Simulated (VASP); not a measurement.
Re:

```
Re
1.0
     2.75983    0.00000    0.00000
    -1.37991    2.39008    0.00000
     0.00000    0.00000    4.45723
Re
2
Cartesian
  0.0000 1.5934 1.1143
  1.3799 0.7967 3.3429
```

Base run:

| Quantity | Value |
| --- | --- |
| Program | VASP 6.6.1 |
| Functional | r2SCAN |
| Potentials or basis | VASP PAW PBE potentials, release 64 (Re) |
| Cutoff | 520 eV |
| k mesh | 13 × 13 × 7 |
| Occupations | fermi-dirac, width 0.03 eV |
| Spin | no spin polarisation |

Its results: band gap on the k mesh zero (band 7 reaches 8.87 eV, above the bottom of band 8 at 6.07 eV); pressure -0.2 GPa.

Problem. After a change of settings the same cell gave: band gap on the k mesh zero (band 7 reaches 8.88 eV, above the bottom of band 8 at 6.07 eV); pressure 1.6 GPa. Which change was it?
A. k mesh from 13 × 13 × 7 to 6 × 6 × 4; occupations from fermi-dirac, width 0.03 eV to fermi-dirac, width 0.1 eV
B. occupations from fermi-dirac, width 0.03 eV to fermi-dirac, width 0.3 eV
C. k mesh from 13 × 13 × 7 to 5 × 5 × 3; occupations from fermi-dirac, width 0.03 eV to fermi-dirac, width 0.1 eV
D. occupations from fermi-dirac, width 0.03 eV to fermi-dirac, width 0.1 eV

Solution. B.

Caveats: the PAW data sets were made with another functional, which shifts forces and pressure a little; spin-orbit coupling is left out, which moves the levels of the heavy elements.
